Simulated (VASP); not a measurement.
Runs of VASP 6.6.1 on SiO2 (Cristobalite). Symmetry: P4_12_12, No. 92, tetragonal system. Conventional cell: a = 4.972 Å, b = 4.972 Å, c = 6.922 Å, α = 90.00°, β = 90.00°, γ = 90.00°. Si (site symmetry 2) has 4 O at 1.62 to 1.63 Å within 2.2 Å. O (site symmetry 1) has 2 Si at 1.62 to 1.63 Å within 2.2 Å. 

```csv
task,level,gap on the mesh (eV),pressure (GPa),largest force (eV/Å)
single point,PBE,5.62,(c),0.02
electric field gradients,RPBE,6.01,10.2,0.58
electric field gradients,r2SCAN,(a),-3.3,0.30
electric field gradients,PBE,5.80,(b),0.46
```

Alike in all rows: potentials or basis VASP PAW PBE potentials, release 64 (Si, O); no spin polarisation; cell as given; k mesh 5 × 5 × 4; cutoff (eV) 520; smearing fermi-dirac 0.02 eV.

Estimate the missing entries.

(a) 6.26; (b) 7.8; (c) 1.4.

Caveats: the PAW data sets were made with another functional, which shifts forces and pressure a little (some runs).

A k mesh can miss the band edges.
